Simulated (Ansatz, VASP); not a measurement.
**WS2: VASP beside Ansatz**

Contents of POSCAR:

```
WS2
1.0
    3.1810954022      0.0000000000      0.0000000000
   -1.5905477011      2.7549094302      0.0000000000
    0.0000000000      0.0000000000     33.9014800071
W S
2 4
Direct
    0.3333333333      0.6666666667      0.0000000000
    0.3333333333      0.6666666667      0.5000000000
    0.7017286479      0.3590004850      0.4540112451
    0.6666666667      0.3333333333      0.9540112451
    0.6666666667      0.3333333333      0.0459887549
    0.6316046855      0.3076661817      0.5459887549
```

File INCAR.step1:

```
SYSTEM = WS2
PREC = Accurate
ENCUT = 520
ISMEAR = 0
SIGMA = 0.05
LREAL = .False.
LASPH = .True.
NELM = 100
NBANDS = 35
GGA = PE
ALGO = Normal
EDIFF = 1E-4
LWAVE = .True.
LCHARG = .False.
```

File INCAR.step2:

```
SYSTEM = WS2
PREC = Accurate
ENCUT = 520
EDIFF = 1E-6
ISMEAR = 0
SIGMA = 0.05
LREAL = .False.
LASPH = .True.
NELM = 100
ALGO = Normal
ISIF = 2
LWAVE = .False.
LCHARG = .False.
METAGGA = R2SCAN
LMIXTAU = .True.
NBANDS = 35
ISTART = 1
```

KPOINTS

```
Automatic mesh
0
Gamma
  12 12 1
  0 0 0
```

Input for Ansatz:

```yaml
crystal:
  lattice:
    - [3.1810954022, 0.0, 0.0]
    - [-1.5905477011, 2.7549094302, 0.0]
    - [0.0, 0.0, 33.9014800071]
  atoms:
    - { symbol: W, position: [0.3333333333, 0.6666666667, 0.0] }
    - { symbol: W, position: [0.3333333333, 0.6666666667, 0.5] }
    - { symbol: S, position: [0.7017286479, 0.359000485, 0.4540112451] }
    - { symbol: S, position: [0.6666666667, 0.3333333333, 0.9540112451] }
    - { symbol: S, position: [0.6666666667, 0.3333333333, 0.0459887549] }
    - { symbol: S, position: [0.6316046855, 0.3076661817, 0.5459887549] }
basis:
  ecutwfc: 500
kpoints:
  mp_grid: { grid: [12, 12, 1] }
hamiltonian:
  xc: r2scan
scf:
  occupations: { method: gaussian, width: 0.05 }
output:
  forces: true
  stress: true
  eigenvalues: true
```

Change from the starting cell: mode 7 (295.3 1/cm) frozen in, largest displacement -0.100 Å.

Alike in both runs: task single point; functional r2SCAN; k mesh 12 × 12 × 1; occupations gaussian, width 0.05 eV; no spin polarisation.

```csv
,VASP,Ansatz
version,VASP 6.6.1,Ansatz 0.2.0
potentials or method,"VASP PAW PBE potentials, release 64 (W_sv, S), cutoff 520 eV","scalar-relativistic, plane waves, PAW"
valence electrons in the cell,52,52
```

```csv
,VASP,Ansatz,Ansatz less VASP
gap on the k mesh at the Fermi level (eV),1.88,1.87,-0.015
least direct gap on the mesh (eV),1.90,1.90,-0.004
rms of the force components (eV/Å),0.349,0.348,-0.0012
```

VASP's potentials were made for PBE, not for r2SCAN. Atom by atom the forces differ by 0.010 eV/Å (rms over components).

Spin-orbit coupling is off throughout.
